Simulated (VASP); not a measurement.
# Si (Fd-3m) in VASP: further runs

The runs below take Si through single point, with PBEsol.

All numbers are computed with VASP 6.6.1; they aren't measurements. Logs are shortened: lines on timing, memory, paths and dates and some standing lists are left out, and cuts for length are marked.

**1. The cell of the first run**

It takes space group Fd-3m (No. 227, cubic). The conventional cell has a = 5.316 Å, b = 5.316 Å, c = 5.316 Å, α = 90.00°, β = 90.00°, γ = 90.00°. Within 3.0 Å of Si (site symmetry -43m) lie 4 Si at 2.30 Å.

**2. Single point, PBEsol**

Contents of INCAR:

```
  PREC = Accurate
  ENCUT = 500
  EDIFF = 1E-6
  ISMEAR = 0
  SIGMA = 0.01
  LREAL = F
  LASPH = T
  NELM = 120
  ALGO = Normal
  ISIF = 2
  LWAVE = F
  LCHARG = T
  GGA = PS
  LELF = T
  LVHAR = T
  NBANDS = 11
  GGA_COMPAT = F
```

Contents of KPOINTS:

```
Automatic mesh
0
Gamma
  6 6 6
```

Contents of POSCAR:

```
Si
1.0
    0.0000000000      2.6581656812      2.6581656812
    2.6581656812      0.0000000000      2.6581656812
    2.6581656812      2.6581656812      0.0000000000
Si
2
Direct
    0.7500000000      0.7500000000      0.7500000000
    0.5000000000      0.5000000000      0.5000000000
```

Potentials or basis: VASP PAW PBE potentials, release 64 (Si).

Command:

```bash
$ cat potpaw_PBE.64/Si/POTCAR > POTCAR
$ mpirun -np 1 vasp_std > vasp.out
```

OUTCAR:

```text
PREC = Accurate
   ENCUT = 500
   EDIFF = 1E-6
   ISMEAR = 0
   LREAL = F
   LASPH = T
   NELM = 120
   ISIF = 2
   GGA = PS

 ion  position               nearest neighbor table
   1  0.750  0.750  0.750-   2 2.30   2 2.30   2 2.30   2 2.30
   2  0.500  0.500  0.500-   1 2.30   1 2.30   1 2.30   1 2.30

  LATTYP: Found a face centered cubic cell.
 ALAT       =     5.3163313624

  Lattice vectors:

 A1 = (   0.0000000000,   2.6581656812,   2.6581656812)
 A2 = (   2.6581656812,   0.0000000000,   2.6581656812)
 A3 = (   2.6581656812,   2.6581656812,   0.0000000000)

Analysis of symmetry for initial positions (statically):
=====================================================================
 Subroutine PRICEL returns:
 Original cell was already a primitive cell.

 Routine SETGRP: Setting up the symmetry group for a
 face centered cubic supercell.

 Subroutine GETGRP returns: Found 48 space group operations
 (whereof 24 operations were pure point group operations)
 out of a pool of 48 trial point group operations.

The static configuration has the point symmetry T_d .
 The point group associated with its full space group is O_h .

Analysis of symmetry for dynamics (positions and initial velocities):
=====================================================================
 Subroutine PRICEL returns:
 Original cell was already a primitive cell.

 Routine SETGRP: Setting up the symmetry group for a
 face centered cubic supercell.

 Subroutine GETGRP returns: Found 48 space group operations
 (whereof 24 operations were pure point group operations)
 out of a pool of 48 trial point group operations.

The dynamic configuration has the point symmetry T_d .
 The point group associated with its full space group is O_h .

 Subroutine INISYM returns: Found 48 space group operations
 (whereof 24 operations are pure point group operations),
 and found     1 'primitive' translations

----------------------------------------------------------------------------------------

                                     Primitive cell

  volume of cell :      37.5644

  direct lattice vectors                    reciprocal lattice vectors
     0.000000000  2.658165681  2.658165681    -0.188099637  0.188099637  0.188099637
     2.658165681  0.000000000  2.658165681     0.188099637 -0.188099637  0.188099637
     2.658165681  2.658165681  0.000000000     0.188099637  0.188099637 -0.188099637

  length of vectors
     3.759213957  3.759213957  3.759213957     0.325798128  0.325798128  0.325798128

  position of ions in fractional coordinates (direct lattice)
[... 78 lines left out ...]
   POTIM  = 0.5000    time-step for ionic-motion
   TEBEG  =    0.0;   TEEND  =   0.0 temperature during run
   PSTRESS=    0.0 pullay stress
   NELECT =       8.0000    total number of electrons
   NUPDOWN=      -1.0000    fix difference up-down
   EMIN   =  10.00;   EMAX   =-10.00  energy-range for DOS
   EFERMI =   0.00;   METHOD = LEGACY
   ISMEAR =     0;   SIGMA  =   0.01  broadening in eV -4-tet -1-fermi 0-gaus
   EFERMI_NEDOS =   21; number of points for ismear=-14 and -15
   IALGO  =     38    algorithm
   IMIX   =      4    mixing-type and parameters
     AMIX     =   0.40;   BMIX     =  1.00
     AMIX_MAG =   1.60;   BMIX_MAG =  1.00
  volume/ion in A,a.u.               =      18.78       126.75
  Fermi-wavevector in a.u.,A,eV,Ry     =   0.977641  1.847474 13.004205  0.955782
  Thomas-Fermi vector in A             =   2.108354
   LORBIT       =      0    0 simple, 1 ext, 2 COOP (PROOUT), +10 PAW based schemes
   GGA     = PS    functional components
   LHFCALC =     F    Hartree Fock is set to
   AEXX    =    0.0000 exact exchange contribution
   IVDW    =     0    specifies the selected vdW correction
   LEPSILON=     F    determine dielectric tensor
   LRPA    =     F    only Hartree local field effects (RPA)
 non-spin polarized calculation
 Gauss-broadening in eV      SIGMA  =   0.01
  energy-cutoff  :      500.00
  volume of cell :       37.56
 maximum number of plane-waves:       962
   NGX = 13   NGY = 13   NGZ = 13

 number of electron       8.0000000 magnetization

 Free energy of the ion-electron system (eV)
  ---------------------------------------------------
  ext. energy  EPLUGINS =         0.00000000
  ---------------------------------------------------
  free energy    TOTEN  =       -11.41120029 eV

  energy without entropy =      -11.41120029  energy(sigma->0) =      -11.41120029

 E-fermi :   6.5088     XC(G=0):  -9.7966

 val. band max:        6.4652464108   @ k =   0.0000   0.0000   0.0000
 cond. band min:       6.9153638240   @ k =   0.5000   0.5000   0.0000
 fundamental gap:      0.4501174132
 Fermi energy:         6.5087952243

 k-point     1 :       0.0000    0.0000    0.0000
  band No.  band energies     occupation
      1      -5.9810      2.00000
      2       6.4652      2.00000
      3       6.4652      2.00000
      4       6.4652      2.00000
      5       9.0010      0.00000
      6       9.0010      0.00000
      7       9.0010      0.00000
      8      10.5334      0.00000
      9      14.1803      0.00000
     10      14.1803      0.00000
     11      14.4380      0.00000
[... 197 lines left out ...]
 k-point    16 :      -0.3333    0.5000    0.1667
  band No.  band energies     occupation
      1      -1.4347      2.00000
      2      -1.4347      2.00000
      3       2.5081      2.00000
      4       2.5081      2.00000
      5       9.1039      0.00000
      6       9.1039      0.00000
      7      13.3956      0.00000
      8      13.3956      0.00000
      9      17.3831      0.00000
     10      17.3831      0.00000
     11      19.8925      0.00000

------------------------ aborting loop because EDIFF is reached ----------------------------------------

  FORCE on cell =-STRESS in cart. coord.  units (eV):
  Direction    XX          YY          ZZ          XY          YZ          ZX
  --------------------------------------------------------------------------------------
  -------------------------------------------------------------------------------------
  Total        1.7142547      1.7142547      1.7142547     -0.0000000      0.0000000      0.0000000
  in kB       73.1155566     73.1155566     73.1155566     -0.0000000      0.0000000      0.0000000
  external PRESSURE =      73.1155566 kB  Pullay stress =       0.0000000 kB

 VOLUME and BASIS-vectors are now :
 -----------------------------------------------------------------------------
  energy-cutoff  :      500.00
  volume of cell :       37.56
      direct lattice vectors                 reciprocal lattice vectors
     0.000000000  2.658165681  2.658165681    -0.188099637  0.188099637  0.188099637
     2.658165681  0.000000000  2.658165681     0.188099637 -0.188099637  0.188099637
     2.658165681  2.658165681  0.000000000     0.188099637  0.188099637 -0.188099637

 POSITION                                       TOTAL-FORCE (eV/Angst)
 -----------------------------------------------------------------------------------
      3.98725      3.98725      3.98725        -0.000000     -0.000000     -0.000000
      2.65817      2.65817      2.65817         0.000000      0.000000      0.000000
 -----------------------------------------------------------------------------------
    total drift:                                0.000000      0.000000     -0.000000

  FREE ENERGIE OF THE ION-ELECTRON SYSTEM (eV)
  ---------------------------------------------------
  free  energy   TOTEN  =       -11.4112002920 eV

  energy  without entropy=      -11.4112002920  energy(sigma->0) =      -11.41120029
```

Wall time 11 s (1 thread of Intel Xeon 8259CL, shared host); peak memory 0.14 GiB.

Results:

| Property | Result |
| --- | --- |
| Free energy | -11.4112 eV |
| Pressure | 7.3 GPa |
| Band gap on the k mesh | 0.45 eV, indirect (least direct gap 2.54 eV) |

Levels at points of the mesh, in eV from the valence-band top:
| k point | band 1 | band 2 | band 3 | band 4 | band 5 | band 6 | band 7 | band 8 |
| --- | --- | --- | --- | --- | --- | --- | --- | --- |
| (0.00, 0.00, 0.00) | -12.45 | 0.00 | 0.00 | 0.00 | 2.54 | 2.54 | 2.54 | 4.07 |
| (0.50, 0.00, 0.00) | -9.93 | -7.33 | -1.26 | -1.26 | 1.69 | 3.23 | 3.23 | 7.59 |
| (0.50, 0.50, 0.00) | -8.05 | -8.05 | -3.05 | -3.05 | 0.45 | 0.45 | 10.62 | 10.62 |

Caveat: the PAW data sets were made with another functional, which shifts forces and pressure a little. A k mesh can miss the band edges.

**3. Single point, PBEsol**

This run uses another cell than the first one, of 19.38 Å³/atom, 1.032 times its volume.

Contents of INCAR:

```
SYSTEM = Si
PREC = Accurate
ENCUT = 500
EDIFF = 1E-6
ISMEAR = 0
SIGMA = 0.01
LREAL = .False.
LASPH = .True.
NELM = 120
ALGO = Normal
ISIF = 2
LWAVE = .False.
LCHARG = .False.
GGA = PS
NBANDS = 11
GGA_COMPAT = .False.
```

Contents of KPOINTS:

```
Automatic mesh
0
Gamma
  6 6 6
  0 0 0
```

Contents of POSCAR:

```
Si
1.0
    0.0000000000      2.6861484289      2.6861484289
    2.6861484289      0.0000000000      2.6861484289
    2.6861484289      2.6861484289      0.0000000000
Si
2
Direct
    0.7500000000      0.7500000000      0.7500000000
    0.5000000000      0.5000000000      0.5000000000
```

Potentials or basis: VASP PAW PBE potentials, release 64 (Si).

Command:

```bash
$ cat potpaw_PBE.64/Si/POTCAR > POTCAR
$ mpirun -np 1 vasp_std > vasp.out
```

It took 9.9 s on 1 thread of Intel Xeon 8259CL, shared host; peak memory 0.14 GiB.

It converged, with:

* Free energy: -11.4519 eV
* Pressure: 3.7 GPa
* Band gap on the k mesh: 0.52 eV, indirect (least direct gap 2.53 eV)

Levels at points of the mesh, in eV from the valence-band top:
```
           k point  band 1  band 2  band 3  band 4  band 5  band 6  band 7  band 8  band 9
(0.00, 0.00, 0.00)  -12.22    0.00    0.00    0.00    2.53    2.53    2.53    3.70    7.70
(0.50, 0.00, 0.00)   -9.79   -7.18   -1.23   -1.23    1.58    3.25    3.25    7.55   10.59
(0.50, 0.50, 0.00)   -7.94   -7.94   -2.96   -2.96    0.52    0.52   10.34   10.34   11.04
```

Caveat: the PAW data sets were made with another functional, which shifts forces and pressure a little. A k mesh can miss the band edges.

**4. Single point, PBEsol**

This run uses another cell than the first one, of 20.58 Å³/atom, 1.096 times its volume.

Contents of INCAR:

```
SYSTEM = Si
PREC     = Accurate       ! precision mode
ENCUT    = 500            ! plane-wave cutoff, eV
EDIFF    = 1E-6           ! SCF threshold, eV
ISMEAR   = 0              ! smearing method
SIGMA    = 0.01           ! smearing width, eV
LREAL    = .FALSE.        ! projectors in reciprocal space
LASPH    = .TRUE.         ! aspherical terms in the spheres
NELM     = 120            ! most SCF steps
ALGO     = Normal         ! electronic algorithm
ISIF     = 2              ! what is computed and relaxed
LWAVE    = .FALSE.        ! write WAVECAR
LCHARG   = .FALSE.        ! write CHGCAR
GGA      = PS             ! functional
NBANDS   = 11             ! bands
GGA_COMPAT= .FALSE.
```

Contents of KPOINTS:

```
regular mesh
0
G
  6 6 6
  0 0 0
```

Contents of POSCAR:

```
Si
1.0
    0.0000000000      2.7404286781      2.7404286781
    2.7404286781      0.0000000000      2.7404286781
    2.7404286781      2.7404286781      0.0000000000
Si
2
Direct
    0.7500000000      0.7500000000      0.7500000000
    0.5000000000      0.5000000000      0.5000000000
```

Command:

```bash
$ cat potpaw_PBE.64/Si/POTCAR > POTCAR
$ mpirun -np 1 vasp_std > vasp.out
```

It took 10 s on 1 thread of Intel Xeon 8259CL, shared host; peak memory 0.14 GiB.

The run converged. Its results:

```yaml
Free_energy: -11.4610 eV
Pressure: -2.1 GPa
Band_gap_on_the_k_mesh: 0.64 eV, indirect (least direct gap 2.50 eV)
```

Levels at points of the mesh, in eV from the valence-band top:
```tsv
k point	band 1	band 2	band 3	band 4	band 5	band 6	band 7	band 8	band 9
(0.00, 0.00, 0.00)	-11.80	0.00	0.00	0.00	2.50	2.50	2.50	3.01	7.60
(0.50, 0.00, 0.00)	-9.52	-6.89	-1.18	-1.18	1.37	3.28	3.28	7.47	10.44
(0.50, 0.50, 0.00)	-7.74	-7.74	-2.80	-2.80	0.64	0.64	9.83	9.83	10.84
```

Caveat: the PAW data sets were made with another functional, which shifts forces and pressure a little. Expect the measured gap to be larger: semilocal functionals such as PBEsol lack the derivative discontinuity.

**5. The runs side by side**

```tsv
cell	gap on the mesh (eV)	pressure (GPa)
a = 3.759 Å, angles 60.0°, 2 atoms	0.45	7.3
a = 3.799 Å, angles 60.0°, 2 atoms	0.52	3.7
a = 3.876 Å, angles 60.0°, 2 atoms	0.64	-2.1
```

Alike in all rows: task single point; level PBEsol; potentials or basis VASP PAW PBE potentials, release 64 (Si); no spin polarisation; k mesh 6 × 6 × 6; cutoff (eV) 500; smearing gaussian 0.01 eV.

Caveats: the PAW data sets were made with another functional, which shifts forces and pressure a little.

Total energies depend on the potentials used, so only differences within one code and one set of settings carry meaning.
